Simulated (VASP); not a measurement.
# Au (Im-3m) in VASP: further runs, part 2 of 2

VASP 6.6.1.

### 4 Single point, PBEsol (strain +0.015 along x and y, +0.015 along z)

Input file INCAR:

```
PREC = Accurate
ENCUT = 520
EDIFF = 1E-6
ISMEAR = 0
SIGMA = 0.15
LREAL = False
LASPH = True
NELM = 60
ALGO = Normal
ISIF = 2
LWAVE = False
LCHARG = True
GGA = PS
LELF = True
LVHAR = True
NBANDS = 12
```

Input file KPOINTS:

```
Automatic mesh
0
Gamma
  20 20 20
```

Input file POSCAR:

```
Au
1.0
   -1.6821280350      1.6821280350      1.6821280350
    1.6821280350     -1.6821280350      1.6821280350
    1.6821280350      1.6821280350     -1.6821280350
Au
1
Direct
    0.0000000000      0.0000000000      0.0000000000
```

Potentials or basis: VASP PAW PBE potentials, release 64 (Au).

Run with:

```console
$ cat potpaw_PBE.64/Au/POTCAR > POTCAR
$ mpirun -np 1 vasp_std > vasp.out
```

OUTCAR:

```text
PREC = Accurate
   ENCUT = 520
   EDIFF = 1E-6
   ISMEAR = 0
   LREAL = False
   LASPH = True
   NELM = 60
   ISIF = 2
   GGA = PS

 ion  position               nearest neighbor table
   1  0.000  0.000  0.000-

  LATTYP: Found a body centered cubic cell.
 ALAT       =     3.3642560700

  Lattice vectors:

 A1 = (  -1.6821280350,   1.6821280350,   1.6821280350)
 A2 = (   1.6821280350,  -1.6821280350,   1.6821280350)
 A3 = (   1.6821280350,   1.6821280350,  -1.6821280350)

Analysis of symmetry for initial positions (statically):
=====================================================================
 Subroutine PRICEL returns:
 Original cell was already a primitive cell.

 Routine SETGRP: Setting up the symmetry group for a
 body centered cubic supercell.

 Subroutine GETGRP returns: Found 48 space group operations
 (whereof 48 operations were pure point group operations)
 out of a pool of 48 trial point group operations.

The static configuration has the point symmetry O_h .

[... 167 lines left out ...]
  band No.  band energies     occupation
      1      -1.2537      2.00000
      2       3.2511      2.00000
      3       3.2511      2.00000
      4       3.2511      2.00000
      5       4.8824      2.00000
      6       4.8824      2.00000
      7      23.9704      0.00000
      8      23.9704      0.00000
      9      23.9704      0.00000
     10      29.8795      0.00000
     11      29.8795      0.00000
     12      29.8795      0.00000
[... 331 lines left out ...]
 k-point    24 :       0.2500    0.1000    0.0000
  band No.  band energies     occupation
      1       1.1536      2.00000
      2       2.6842      2.00000
      3       3.4209      2.00000
      4       4.5805      2.00000
      5       5.0094      2.00000
      6       5.3894      2.00000
      7      16.7963      0.00000
      8      20.6003      0.00000
      9      22.3324      0.00000
     10      26.3476      0.00000
     11      28.7332      0.00000
     12      29.4856      0.00000

 [... further k-points ...]

------------------------ aborting loop because EDIFF is reached ----------------------------------------

  FORCE on cell =-STRESS in cart. coord.  units (eV):
  Direction    XX          YY          ZZ          XY          YZ          ZX
  --------------------------------------------------------------------------------------
  -------------------------------------------------------------------------------------
  Total       -1.6621168     -1.6621168     -1.6621168     -0.0000000      0.0000000      0.0000000
  in kB     -139.8733483   -139.8733483   -139.8733483     -0.0000000      0.0000000      0.0000000
  external PRESSURE =    -139.8733483 kB  Pullay stress =       0.0000000 kB

 VOLUME and BASIS-vectors are now :
 -----------------------------------------------------------------------------
  energy-cutoff  :      520.00
  volume of cell :       19.04
      direct lattice vectors                 reciprocal lattice vectors
    -1.682128035  1.682128035  1.682128035     0.000000000  0.297242534  0.297242534
     1.682128035 -1.682128035  1.682128035     0.297242534  0.000000000  0.297242534
     1.682128035  1.682128035 -1.682128035     0.297242534  0.297242534  0.000000000

 POSITION                                       TOTAL-FORCE (eV/Angst)
 -----------------------------------------------------------------------------------
      0.00000      0.00000      0.00000         0.000000      0.000000     -0.000000
 -----------------------------------------------------------------------------------
    total drift:                               -0.000000      0.000000     -0.000000

  FREE ENERGIE OF THE ION-ELECTRON SYSTEM (eV)
  ---------------------------------------------------
  free  energy   TOTEN  =        -3.8057792340 eV

  energy  without entropy=       -3.8022134522  energy(sigma->0) =       -3.80399634
```

It took 23 s on 1 thread of Intel Xeon Platinum 8488C (Sapphire Rapids), shared host; peak memory 0.18 GiB.

Results:

```yaml
Free_energy: -3.8058 eV
Pressure: -14.0 GPa
```

Levels at points of the mesh, in eV from the Fermi level:
```
           k point  band 2  band 3  band 4  band 5  band 6  band 7  band 8  band 9
(0.00, 0.00, 0.00)   -4.32   -4.32   -4.32   -2.69   -2.69   16.40   16.40   16.40
(0.50, 0.00, 0.00)   -5.23   -2.82   -2.53   -1.43   -0.26    2.92   12.21   13.07
(0.50, 0.50, 0.50)   -5.92   -1.74   -1.74   -1.74    6.11    6.11    6.11    8.39
```

Caveat: the cell differs from its parent crystal (strain +0.015 along x and y, +0.015 along z); the PAW data sets were made with another functional, which shifts forces and pressure a little; spin-orbit coupling is left out, which moves the levels of the heavy elements.

### 5 Single point, PBEsol (strain +0.030 along x and y, +0.030 along z)

Input file INCAR:

```
ALGO     = Fast           # electronic algorithm
EDIFF    = 1E-7           # SCF threshold, eV
ENCUT    = 520            # plane-wave cutoff, eV
GGA      = PS             # functional
ISIF     = 2              # what is computed and relaxed
ISMEAR   = 0              # smearing method
LASPH    = T              # aspherical terms in the spheres
LCHARG   = F              # write CHGCAR
LREAL    = F              # projectors in reciprocal space
LWAVE    = F              # write WAVECAR
NBANDS   = 12             # bands
NELM     = 100            # most SCF steps
PREC     = Accurate       # precision mode
SIGMA    = 0.15           # smearing width, eV
```

Input file KPOINTS:

```
k-points
0
Gamma
  20 20 20
```

Input file POSCAR:

```
Au
1.0
   -1.7069870700      1.7069870700      1.7069870700
    1.7069870700     -1.7069870700      1.7069870700
    1.7069870700      1.7069870700     -1.7069870700
Au
1
Direct
    0.0000000000      0.0000000000      0.0000000000
```

Run with:

```console
$ cat potpaw_PBE.64/Au/POTCAR > POTCAR
$ mpirun -np 1 vasp_std > vasp.out
```

Wall time 29 s (1 thread of Intel Xeon Platinum 8488C (Sapphire Rapids), shared host); peak memory 0.18 GiB.

It converged, with:

- Free energy: -3.7230 eV
- Pressure: -17.0 GPa

Levels at points of the mesh, in eV from the Fermi level:
```tsv
k point	band 1	band 2	band 3	band 4	band 5	band 6	band 7	band 8	band 9	band 10
(0.00, 0.00, 0.00)	-8.42	-4.12	-4.12	-4.12	-2.61	-2.61	16.33	16.33	16.33	21.56
(0.50, 0.00, 0.00)	-6.01	-4.96	-2.73	-2.47	-1.45	-0.09	2.69	12.13	12.76	19.57
(0.50, 0.50, 0.50)	-5.60	-5.60	-1.73	-1.73	-1.73	6.05	6.05	6.05	7.91	14.36
```

Caveat: the cell differs from its parent crystal (strain +0.030 along x and y, +0.030 along z); the PAW data sets were made with another functional, which shifts forces and pressure a little; spin-orbit coupling is left out, which moves the levels of the heavy elements.

### 6 Overview

```csv
cell,gap on the mesh (eV),pressure (GPa)
"a = 2.784 Å, angles 109.5°, 1 atom",none,4.5
"a = 2.827 Å, angles 109.5°, 1 atom",none,-3.6
"a = 2.914 Å, angles 109.5°, 1 atom",none,-14.0
"a = 2.957 Å, angles 109.5°, 1 atom",none,-17.0
```

Alike in all rows: task single point; level PBEsol; potentials or basis VASP PAW PBE potentials, release 64 (Au); no spin polarisation; k mesh 20 × 20 × 20; cutoff (eV) 520; smearing gaussian 0.15 eV.

Caveats: the PAW data sets were made with another functional, which shifts forces and pressure a little; spin-orbit coupling is left out, which moves the levels of the heavy elements.

Total energies depend on the potentials used, so only differences within one code and one set of settings carry meaning.
